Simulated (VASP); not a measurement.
A run of VASP 6.6.1 is set up as follows.

The input INCAR:

```
SYSTEM = Hf2H3
PREC     = Accurate       ! precision mode
ENCUT    = 520            ! plane-wave cutoff, eV
EDIFF    = 1E-7           ! SCF threshold, eV
ISMEAR   = 0              ! smearing method
SIGMA    = 0.1            ! smearing width, eV
LREAL    = .FALSE.        ! projectors in reciprocal space
LASPH    = .TRUE.         ! aspherical terms in the spheres
NELM     = 80             ! most SCF steps
ALGO     = Normal         ! electronic algorithm
ISIF     = 2              ! what is computed and relaxed
LWAVE    = .FALSE.        ! write WAVECAR
LCHARG   = .TRUE.         ! write CHGCAR
GGA      = PE             ! functional
LELF     = .TRUE.         ! ELF
LVHAR    = .TRUE.       
NBANDS   = 20             ! bands
```

File KPOINTS:

```
Automatic mesh
0
G
  6 6 6
  0 0 0
```

File POSCAR:

```
Hf2H3
1.0
    2.6334873108      1.5204446078      2.1096384636
   -2.6334873108      1.5204446078      2.1096384636
    0.0000000000     -3.0408892156      2.1096384636
Hf H
2 3
Direct
    0.2562841419      0.2562841419      0.2562841419
    0.7437158581      0.7437158581      0.7437158581
    0.5000000000      0.2389816955      0.7610183045
    0.7610183045      0.5000000000      0.2389816955
    0.2389816955      0.7610183045      0.5000000000
```

Potentials or basis: VASP PAW PBE potentials, release 64 (Hf_pv, H).

Run with:

```bash
$ cat potpaw_PBE.64/Hf_pv/POTCAR potpaw_PBE.64/H/POTCAR > POTCAR
$ mpirun -np 1 vasp_std > vasp.out
```

Question: Estimate the band gap on the k mesh.

Answer: Zero (an odd number of electrons rules out a gap without spin polarisation).

Question: Predict the largest force.

Answer: 0.020 eV/Å.

Question: Predict the pressure.

Answer: -0.7 GPa.

Stress tensor (GPa, compression positive):
```
-0.65  0.00  0.00
 0.00 -0.65  0.00
 0.00  0.00 -0.79
```

Caveat: spin-orbit coupling is left out, which moves the levels of the heavy elements.
